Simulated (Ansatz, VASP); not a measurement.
**CdBiO4 in VASP and in Ansatz**

The input INCAR:

```
PREC = Accurate ; ENCUT = 600
EDIFF = 1E-7 ; ISMEAR = 0
SIGMA = 0.1 ; LREAL = F
LASPH = T ; NELM = 60
ALGO = Normal ; ISIF = 3
LWAVE = F ; LCHARG = F
GGA = PE ; IBRION = 2
NSW = 90 ; EDIFFG = -0.04
```

File KPOINTS:

```
regular mesh
0
Gamma
  6 6 4
```

The input POSCAR:

```
CdBiO4
1.0
    3.7472105143      0.0000000000      0.0000000000
   -1.8736052572      3.2451794988      0.0000000000
    0.0000000000      0.0000000000      6.1849600276
Cd Bi O
1 1 4
Direct
    0.0000000000      0.0000000000      0.0000000000
    0.0000000000      0.0000000000      0.5000000000
    0.3333333333      0.6666666667      0.7484618625
    0.3333333333      0.6666666667      0.2515381375
    0.6666666667      0.3333333333      0.7484618625
    0.6666666667      0.3333333333      0.2515381375
```

Input for Ansatz:

```yaml
crystal:
  lattice:
    - [3.7472105143, 0.0, 0.0]
    - [-1.8736052572, 3.2451794988, 0.0]
    - [0.0, 0.0, 6.1849600276]
  atoms:
    - { symbol: Cd, position: [0.0, 0.0, 0.0] }
    - { symbol: Bi, position: [0.0, 0.0, 0.5] }
    - { symbol: O, position: [0.3333333333, 0.6666666667, 0.7484618625] }
    - { symbol: O, position: [0.3333333333, 0.6666666667, 0.2515381375] }
    - { symbol: O, position: [0.6666666667, 0.3333333333, 0.7484618625] }
    - { symbol: O, position: [0.6666666667, 0.3333333333, 0.2515381375] }
basis:
  ecutwfc: 420
kpoints:
  mp_grid: { grid: [6, 6, 4] }
hamiltonian:
  xc: pbe
scf:
  occupations: { method: gaussian, width: 0.1 }
  lower_state_search: "off"
output:
  forces: true
  stress: true
  eigenvalues: true
relax:
  adjacent_minimum: "off"
  f_tol: 0.04
  max_steps: 70
  cell: { stress_tol: 0.4 }
```

Change from the starting cell: species swapped into the HfTiB4 type (P6/mmm, No. 191).

Alike in both runs: task relaxation of cell and atoms; functional PBE; k mesh 6 × 6 × 4; occupations gaussian, width 0.1 eV; no spin polarisation.

```csv
,VASP,Ansatz
version,VASP 6.6.1,Ansatz 0.2.0
potentials or method,"VASP PAW PBE potentials, release 64 (Cd, Bi_d, O), cutoff 600 eV","scalar-relativistic, plane waves, PAW"
valence electrons in the cell,51,59
```

|  | VASP | Ansatz | Ansatz less VASP |
| --- | --- | --- | --- |
| gap on the k mesh at the Fermi level, each at its own relaxed structure (eV) | none | none | - |
| relaxed volume (Å³/atom) | 12.54 | 12.54 | 0.000 |
| relaxed length of the cell vector where the two differ most in proportion (Å) | 3.747 | 3.747 | 0.0000 |

A gap of «none» marks a metal or a gap that the smearing closes. VASP's potentials hold 51 valence electrons a cell and Ansatz's 59, so a difference there can come from the potentials and not from the codes.

Neither program's run includes spin-orbit coupling. Noted on VASP's run: the relaxation stopped at its first step, so nothing moved.
